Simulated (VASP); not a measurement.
Runs of VASP 6.6.1 on BaTiO3 (Barioperovskite). The structure is that of space group Amm2 (No. 38), or close to it. The cells are those of the table. 

| level | potentials or basis | cell | cutoff (eV) | smearing | second run | gap on the mesh (eV) | pressure (GPa) | largest force (eV/Å) |
| --- | --- | --- | --- | --- | --- | --- | --- | --- |
| PBE | VASP PAW PBE potentials, release 64 (Ba_sv, Ti_sv, O_h) | a = 3.857, b = 3.999, c = 3.999 Å, angles 88.1, 90.0, 90.0°, 5 atoms | 910 | fermi-dirac 0.02 eV | hard_potentials | 2.11 | 13.7 | 0.10 |
| r2SCAN | VASP PAW PBE potentials, release 64 (Ba_sv, Ti_sv, O) | a = 4.028, b = 4.120, c = 4.120 Å, angles 89.7, 90.0, 90.0°, 5 atoms | 520 | gaussian 0.01 eV | - | 2.79 | -3.7 | 0.21 |
| PBE | VASP PAW PBE potentials, release 64 (Ba_sv, Ti_sv, O) | a = 3.857, b = 3.999, c = 3.999 Å, angles 88.1, 90.0, 90.0°, 5 atoms | 520 | fermi-dirac 0.02 eV | - | (a) | 14.1 | 0.12 |
| r2SCAN | VASP PAW PBE potentials, release 64 (Ba_sv, Ti_sv, O) | a = 3.857, b = 3.999, c = 3.999 Å, angles 88.1, 90.0, 90.0°, 5 atoms | 520 | gaussian 0.01 eV | - | 2.51 | 11.3 | 0.15 |
| r2SCAN | VASP PAW PBE potentials, release 64 (Ba_sv, Ti_sv, O) | a = 3.963, b = 4.053, c = 4.053 Å, angles 89.7, 90.0, 90.0°, 5 atoms | 520 | gaussian 0.01 eV | - | 2.64 | 1.9 | 0.17 |
| r2SCAN | VASP PAW PBE potentials, release 64 (Ba_sv, Ti_sv, O) | a = 4.080, b = 4.173, c = 4.173 Å, angles 89.7, 90.0, 90.0°, 5 atoms | 520 | gaussian 0.01 eV | - | 2.90 | (b) | 0.23 |
| PBE | VASP PAW PBE potentials, release 64 (Ba_sv, Ti_sv, O) | a = 3.963, b = 4.053, c = 4.053 Å, angles 89.7, 90.0, 90.0°, 5 atoms | 520 | fermi-dirac 0.02 eV | - | 2.25 | 4.9 | 0.16 |
| PBE | VASP PAW PBE potentials, release 64 (Ba_sv, Ti_sv, O) | a = 4.080, b = 4.173, c = 4.173 Å, angles 89.7, 90.0, 90.0°, 5 atoms | 520 | fermi-dirac 0.02 eV | - | 2.51 | -4.0 | 0.22 |
| PBE | VASP PAW PBE potentials, release 64 (Ba_sv, Ti_sv, O) | a = 4.028, b = 4.120, c = 4.120 Å, angles 89.7, 90.0, 90.0°, 5 atoms | 520 | fermi-dirac 0.02 eV | - | 2.40 | -0.6 | 0.19 |

Alike in all rows: task single point; no spin polarisation; k mesh 6 × 6 × 6.

Question: Estimate the missing entries.

Answer: (a) 2.10; (b) -7.1.

Caveats: spin-orbit coupling is left out, which moves the levels of the heavy elements; the PAW data sets were made with another functional, which shifts forces and pressure a little (some runs); the cutoff is under 1.25 times the usual one of these potentials, so pressure, stress and relaxed cells hold a basis-set (Pulay) error (some runs).

A k mesh can miss the band edges, and the runs leave out spin-orbit coupling on Ba.
